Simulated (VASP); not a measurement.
CuH3: single point with PBE

Sheet: CuH3, a sheet with vacuum.

```xyz
4
Lattice="2.5385 0.0000 0.0000 0.0000 2.5385 0.0000 0.0000 0.0000 28.9239" Properties=species:S:1:pos:R:3 pbc="T T T"
Cu    1.2692    1.2692    6.7803
H     0.0000    0.0000    6.7726
H     0.0000    0.0000   10.5694
H     0.0000    0.0000    9.8237
```

```json
{
 "Program": "VASP 6.6.1",
 "Task": "single point",
 "Functional": "PBE",
 "Potentials or basis": "VASP PAW PBE potentials, release 64 (Cu, H)",
 "Cutoff": "520 eV",
 "k mesh": "6 × 6 × 1",
 "Occupations": "gaussian, width 0.1 eV",
 "Spin": "no spin polarisation",
 "Dipole correction": "yes",
 "Further INCAR settings": "ALGO = Normal; EDIFF = 1e-06; NBANDS = 15"
}
```

The largest force is 0.009 eV/Å and the band gap on the k mesh is zero (band 7 reaches 0.30 eV, above the bottom of band 8 at -3.02 eV).

Forces on the atoms (eV/Å):
```
Cu   0.000  0.000  0.000
H    0.000  0.000 -0.003
H    0.000  0.000  0.009
H    0.000  0.000 -0.006
```

Levels at points of the mesh, in eV from the Fermi level:
```
           k point  band 4  band 5  band 6  band 7  band 8  band 9  band 10  band 11
(0.00, 0.00, 0.00)   -3.53   -2.91   -2.91   -2.78   -0.71    2.18     3.08     3.44
(0.50, 0.00, 0.00)   -4.08   -3.48   -3.09   -2.82    0.82    4.25     5.70     5.88
(0.50, 0.50, 0.00)   -3.70   -2.95   -2.28    2.61    3.43    3.43     7.66     9.20
```

Wall time 78 s on 1 thread of AMD EPYC 7R13, on a shared host, peak memory 0.24 GiB.

Caveat: the k points lie up to 0.41 Å⁻¹ apart.
